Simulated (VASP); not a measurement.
# Ti (P6/mmm) in VASP: electric field gradients with PBE

Aim: the electric field gradients of Ti with PBE.

Everything below comes from runs of VASP 6.6.1. Logs are shortened: lines on timing, memory, paths and dates and some standing lists are left out, and cuts for length are marked.

**1. The cell of the first run**

Symmetry: P6/mmm, No. 191, hexagonal system. Conventional cell: a = 4.600 Å, b = 4.600 Å, c = 2.820 Å, α = 90.00°, β = 90.00°, γ = 120.00°. Ti (site symmetry 6/mmm) has 14 Ti at 2.82 to 3.01 Å within 3.7 Å. Ti (site symmetry -6m2) has 11 Ti at 2.66 to 3.01 Å within 3.5 Å.

**2. Electric field gradients, PBE**

INCAR reads:

```
ALGO = Normal ; EDIFF = 1E-8
ENCUT = 520 ; GGA = PE
ISIF = 2 ; ISMEAR = -5
LASPH = True ; LCHARG = False
LEFG = True ; LREAL = False
LWAVE = False ; NBANDS = 25
NELM = 100 ; PREC = Accurate
SIGMA = 0.1
```

KPOINTS reads:

```
k-points
0
Gamma
  7 7 10
```

POSCAR reads:

```
Ti
1.0
    4.6000000000      0.0000000000      0.0000000000
   -2.3000000000      3.9837168574      0.0000000000
    0.0000000000      0.0000000000      2.8200000000
Ti
3
Direct
    0.0000000000      0.0000000000      0.0000000000
    0.3333333333      0.6666666667      0.5000000000
    0.6666666667      0.3333333333      0.5000000000
```

Potentials or basis: VASP PAW PBE potentials, release 64 (Ti_sv).

Run with:

```
$ cat potpaw_PBE.64/Ti_sv/POTCAR > POTCAR
$ mpirun -np 1 vasp_std > vasp.out
```

OUTCAR:

```text
EDIFF = 1E-8
   ENCUT = 520
   GGA = PE
   ISIF = 2
   ISMEAR = -5
   LASPH = True
   LREAL = False
   NELM = 100
   PREC = Accurate

 ion  position               nearest neighbor table
   1  0.000  0.000  0.000-
   2  0.333  0.667  0.500-   3 2.66   3 2.66   3 2.66
   3  0.667  0.333  0.500-   2 2.66   2 2.66   2 2.66

  LATTYP: Found a hexagonal cell.
 ALAT       =     4.6000000000
 C/A-ratio  =     0.6130434783

  Lattice vectors:

 A1 = (   4.6000000000,   0.0000000000,   0.0000000000)
 A2 = (  -2.3000000000,   3.9837168574,   0.0000000000)
 A3 = (   0.0000000000,   0.0000000000,   2.8200000000)

Analysis of symmetry for initial positions (statically):
=====================================================================
 Subroutine PRICEL returns:
 Original cell was already a primitive cell.

 Routine SETGRP: Setting up the symmetry group for a
 hexagonal supercell.

 Subroutine GETGRP returns: Found 24 space group operations
 (whereof 24 operations were pure point group operations)
 out of a pool of 24 trial point group operations.

The static configuration has the point symmetry D_6h.

Analysis of symmetry for dynamics (positions and initial velocities):
=====================================================================
 Subroutine PRICEL returns:
 Original cell was already a primitive cell.

 Routine SETGRP: Setting up the symmetry group for a
 hexagonal supercell.

 Subroutine GETGRP returns: Found 24 space group operations
 (whereof 24 operations were pure point group operations)
 out of a pool of 24 trial point group operations.

The dynamic configuration has the point symmetry D_6h.

 Subroutine INISYM returns: Found 24 space group operations
 (whereof 24 operations are pure point group operations),
 and found     1 'primitive' translations

----------------------------------------------------------------------------------------

                                     Primitive cell

  volume of cell :      51.6768

  direct lattice vectors                    reciprocal lattice vectors
     4.600000000  0.000000000  0.000000000     0.217391304  0.125510928  0.000000000
    -2.300000000  3.983716857  0.000000000     0.000000000  0.251021856  0.000000000
     0.000000000  0.000000000  2.820000000     0.000000000  0.000000000  0.354609929

  length of vectors
     4.600000000  4.600000000  2.820000000     0.251021856  0.251021856  0.354609929

  position of ions in fractional coordinates (direct lattice)
     0.000000000  0.000000000  0.000000000
     0.333333333  0.666666667  0.500000000
     0.666666667  0.333333333  0.500000000

  ion indices of the primitive-cell ions
   primitive index   ion index
                 1           1
                 2           2
                 3           3

----------------------------------------------------------------------------------------

 KPOINTS: k-points

Automatic generation of k-mesh.
 Grid dimensions read from file:
 generate k-points for:    7    7   10

 Generating k-lattice:

  Cartesian coordinates                     Fractional coordinates (reciprocal lattice)
     0.031055901  0.017930133  0.000000000     0.142857143 -0.000000000  0.000000000
     0.000000000  0.035860265  0.000000000     0.000000000  0.142857143  0.000000000
     0.000000000  0.000000000  0.035460993     0.000000000  0.000000000  0.100000000

  Length of vectors
     0.035860265  0.035860265  0.035460993

  Shift w.r.t. Gamma in fractional coordinates (k-lattice)
     0.000000000  0.000000000  0.000000000

 TETIRR: Found    525 inequivalent tetrahedra from     2940

 Subroutine IBZKPT returns following result:
 ===========================================

 Found     48 irreducible k-points:

 Following reciprocal coordinates:
            Coordinates               Weight
  0.000000  0.000000  0.000000      1.000000
  0.142857  0.000000  0.000000      6.000000
  0.285714  0.000000  0.000000      6.000000
  0.428571  0.000000  0.000000      6.000000
  0.142857  0.142857  0.000000      6.000000
  0.285714  0.142857  0.000000     12.000000
[... 16 lines left out ...]
  0.428571  0.142857  0.200000     12.000000
  0.285714  0.285714  0.200000     12.000000
 [... further k-points ...]
   k-points           NKPTS =     48   k-points in BZ     NKDIM =     48   number of bands    NBANDS=     25
   number of dos      NEDOS =    301   number of ions     NIONS =      3
   total plane-waves  NPLWV =  31104
   dimension x,y,z NGX =    36 NGY =   36 NGZ =   24
   dimension x,y,z NGXF=    72 NGYF=   72 NGZF=   48
   ions per type =               3
   NGX,Y,Z   is equivalent  to a cutoff of  13.01, 13.01, 14.15 a.u.
   NGXF,Y,Z  is equivalent  to a cutoff of  26.02, 26.02, 28.30 a.u.
 SYSTEM =  unknown system
   PREC   = accura    normal or accurate (medium, high low for compatibility)
   ISTART =      0    job   : 0-new  1-cont  2-samecut
   ICHARG =      2    charge: 1-file 2-atom 10-const
   ISPIN  =      1    spin polarized calculation?
   LNONCOLLINEAR =      F non collinear calculations
   LSORBIT =      F    spin-orbit coupling
   LASPH  =      T    aspherical Exc in radial PAW
   ENCUT  =  520.0 eV  38.22 Ry    6.18 a.u.   8.55  8.55  5.24*2*pi/ulx,y,z
   NELM   =    100;   NELMIN=  2; NELMDL= -5     # of ELM steps
   EDIFF  = 0.1E-07   stopping-criterion for ELM
   LREAL  =      F    real-space projection
   EDIFFG = 0.1E-06   stopping-criterion for IOM
   NSW    =      0    number of steps for IOM
   IBRION =     -1    ionic relax: 0-MD 1-quasi-New 2-CG
   NFREE  =      0    steps in history (QN), initial steepest desc. (CG)
   ISIF   =      2    stress and relaxation
   ISYM   =      2    0-nonsym 1-usesym 2-fastsym
   POTIM  = 0.5000    time-step for ionic-motion
   TEBEG  =    0.0;   TEEND  =   0.0 temperature during run
   PSTRESS=    0.0 pullay stress
   NELECT =      36.0000    total number of electrons
   NUPDOWN=      -1.0000    fix difference up-down
   EMIN   =  10.00;   EMAX   =-10.00  energy-range for DOS
   EFERMI =   0.00;   METHOD = LEGACY
   ISMEAR =    -5;   SIGMA  =   0.10  broadening in eV -4-tet -1-fermi 0-gaus
   EFERMI_NEDOS =   21; number of points for ismear=-14 and -15
   IALGO  =     38    algorithm
   IMIX   =      4    mixing-type and parameters
     AMIX     =   0.40;   BMIX     =  1.00
     AMIX_MAG =   1.60;   BMIX_MAG =  1.00
  volume/ion in A,a.u.               =      17.23       116.24
  Fermi-wavevector in a.u.,A,eV,Ry     =   1.451255  2.742475 28.655807  2.106142
  Thomas-Fermi vector in A             =   2.568774
   LORBIT       =      0    0 simple, 1 ext, 2 COOP (PROOUT), +10 PAW based schemes
   GGA     = PE    functional components
   LHFCALC =     F    Hartree Fock is set to
   AEXX    =    0.0000 exact exchange contribution
   IVDW    =     0    specifies the selected vdW correction
   LEPSILON=     F    determine dielectric tensor
   LRPA    =     F    only Hartree local field effects (RPA)
 non-spin polarized calculation
 Fermi weights with tetrahedron method with Bloechl corrections
  energy-cutoff  :      520.00
  volume of cell :       51.68
 maximum number of plane-waves:      1420
 NGX is ok and might be reduce to    36
   NGX = 17   NGY = 17   NGZ = 11

 number of electron      35.9999981 magnetization

 Free energy of the ion-electron system (eV)
  ---------------------------------------------------
  ext. energy  EPLUGINS =         0.00000000
  ---------------------------------------------------
  free energy    TOTEN  =       -23.52270751 eV

  energy without entropy =      -23.52270751  energy(sigma->0) =      -23.52270751

 E-fermi :   8.3031     XC(G=0): -11.5376

 val. band max:        8.3076536046   @ k =   0.2857   0.1429   0.0000
 cond. band min:       8.2344800768   @ k =   0.0000   0.0000   0.0000
 fundamental gap:     -0.0731735278
 Fermi energy:         8.3030576884

 k-point     1 :       0.0000    0.0000    0.0000
  band No.  band energies     occupation
      1     -48.6028      2.00000
      2     -48.3317      2.00000
      3     -48.1760      2.00000
      4     -24.9136      2.00000
      5     -24.9136      2.00000
      6     -24.7852      2.00000
[... 17 lines left out ...]
     24      10.1489      0.00000
     25      10.2597      0.00000
[... 621 lines left out ...]
      3     -48.2257      2.00000
      4     -24.9274      2.00000
      5     -24.9186      2.00000
      6     -24.8377      2.00000
[... 17 lines left out ...]
     24      10.7863      0.00000
     25      10.8577      0.00000

 [... further k-points ...]
[... 5 lines left out ...]
  --------------------------------------------------------------------------------------
  -------------------------------------------------------------------------------------
  Total       -0.2863308     -0.2863308     -0.0607956      0.0000000      0.0000000      0.0000000
  in kB       -8.8773485     -8.8773485     -1.8848952      0.0000000      0.0000000      0.0000000
  external PRESSURE =      -6.5465307 kB  Pullay stress =       0.0000000 kB

 VOLUME and BASIS-vectors are now :
 -----------------------------------------------------------------------------
  energy-cutoff  :      520.00
  volume of cell :       51.68
      direct lattice vectors                 reciprocal lattice vectors
     4.600000000  0.000000000  0.000000000     0.217391304  0.125510928  0.000000000
    -2.300000000  3.983716857  0.000000000     0.000000000  0.251021856  0.000000000
     0.000000000  0.000000000  2.820000000     0.000000000  0.000000000  0.354609929

 POSITION                                       TOTAL-FORCE (eV/Angst)
 -----------------------------------------------------------------------------------
      0.00000      0.00000      0.00000         0.000000      0.000000      0.000000
     -0.00000      2.65581      1.41000         0.000000     -0.000000     -0.000000
      2.30000      1.32791      1.41000        -0.000000      0.000000      0.000000
 -----------------------------------------------------------------------------------
    total drift:                                0.000000      0.000000     -0.000000

  FREE ENERGIE OF THE ION-ELECTRON SYSTEM (eV)
  ---------------------------------------------------
  free  energy   TOTEN  =       -23.5227075136 eV

  energy  without entropy=      -23.5227075136  energy(sigma->0) =      -23.52270751

 Electric field gradients (V/A^2)
---------------------------------------------------------------------
 ion       V_xx      V_yy      V_zz      V_xy      V_xz      V_yz
---------------------------------------------------------------------
   1       6.937     6.936   -13.872    -0.001    -0.000    -0.000
   2       4.738     4.737    -9.475    -0.001     0.000     0.000
   3       4.738     4.737    -9.475    -0.001     0.000     0.000
---------------------------------------------------------------------

 Electric field gradients after diagonalization (V/A^2)
 (convention: |V_zz| > |V_xx| > |V_yy|)
----------------------------------------------------------------------
 ion       V_xx      V_yy      V_zz     asymmetry (V_yy - V_xx)/ V_zz
----------------------------------------------------------------------
   1       6.938     6.935   -13.872       0.000
   2       4.739     4.736    -9.475       0.000
   3       4.739     4.736    -9.475       0.000
----------------------------------------------------------------------

           NMR quadrupolar parameters

 Cq : quadrupolar parameter    Cq=e*Q*V_zz/h
 eta: asymmetry parameters     (V_yy - V_xx)/ V_zz
 Q  : nuclear electric quadrupole moment in mb (millibarn)
----------------------------------------------------------------------
 ion       Cq(MHz)       eta       Q (mb)
----------------------------------------------------------------------
   1      -0.034       0.000       1.000
   2      -0.023       0.000       1.000
   3      -0.023       0.000       1.000
----------------------------------------------------------------------
```

Wall time 81 s (1 thread of Intel Xeon Platinum 8488C (Sapphire Rapids), shared host); peak memory 0.2 GiB.

Results:

```yaml
Free_energy: -23.5227 eV
Pressure: -0.7 GPa
Band_gap_on_the_k_mesh: zero (band 18 reaches 8.46 eV, above the bottom of band 19 at 8.23 eV)
```

Electric field gradients, principal values (V/Å²):
```csv
atom,least,middle,greatest (by size)
1 Ti,6.935,6.938,-13.872
2 Ti,4.736,4.739,-9.475
3 Ti,4.736,4.739,-9.475
```

Caveat: without QUAD_EFG the Cq values of the log hold for a quadrupole moment of 1 mb, not for the nuclei; tetrahedron occupations give inexact forces and stress in metals.
